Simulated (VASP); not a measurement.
KI: single point with r2SCAN

Crystal: KI.

```xyz
2
Lattice="4.2909 0.0000 0.0000 0.0000 4.2909 0.0000 0.0000 0.0000 4.2909" Properties=species:S:1:pos:R:3 pbc="T T T"
K     0.0000    0.0000    0.0000
I     2.1455    2.1455    2.1455
```

| Quantity | Value |
| --- | --- |
| Program | VASP 6.6.1 |
| Task | single point |
| Functional | r2SCAN |
| Potentials or basis | VASP PAW PBE potentials, release 64 (K_sv, I) |
| Cutoff | 520 eV |
| k mesh | 6 × 6 × 6 |
| Occupations | fermi-dirac, width 0.02 eV |
| Spin | no spin polarisation |
| Dipole correction | no |
| Further INCAR settings | ALGO = Normal; EDIFF = 1e-07; NBANDS = 15 |

| Property | Result |
| --- | --- |
| Pressure | 0.0 GPa |
| Band gap on the k mesh | 4.04 eV (least direct gap 4.41 eV) |

Levels at points of the mesh, in eV from the valence-band top:
| k point | band 6 | band 7 | band 8 | band 9 | band 10 | band 11 |
| --- | --- | --- | --- | --- | --- | --- |
| (0.00, 0.00, 0.00) | -0.37 | -0.37 | -0.37 | 4.04 | 5.26 | 5.26 |
| (0.50, 0.00, 0.00) | -2.31 | -0.29 | -0.29 | 6.14 | 6.72 | 7.63 |
| (0.50, 0.50, 0.00) | -1.75 | -1.75 | 0.00 | 4.44 | 6.36 | 7.42 |
| (0.50, 0.50, 0.50) | -1.69 | -1.69 | -1.69 | 6.14 | 6.14 | 6.14 |

It took 32 s on 1 thread of Intel(R) Xeon(R) 6975P-C (Granite Rapids), with other jobs on the host, peak memory 0.19 GiB.

Caveat: the PAW data sets were made with another functional, which shifts forces and pressure a little; spin-orbit coupling is left out, which moves the levels of the heavy elements. A k mesh can miss the band edges.
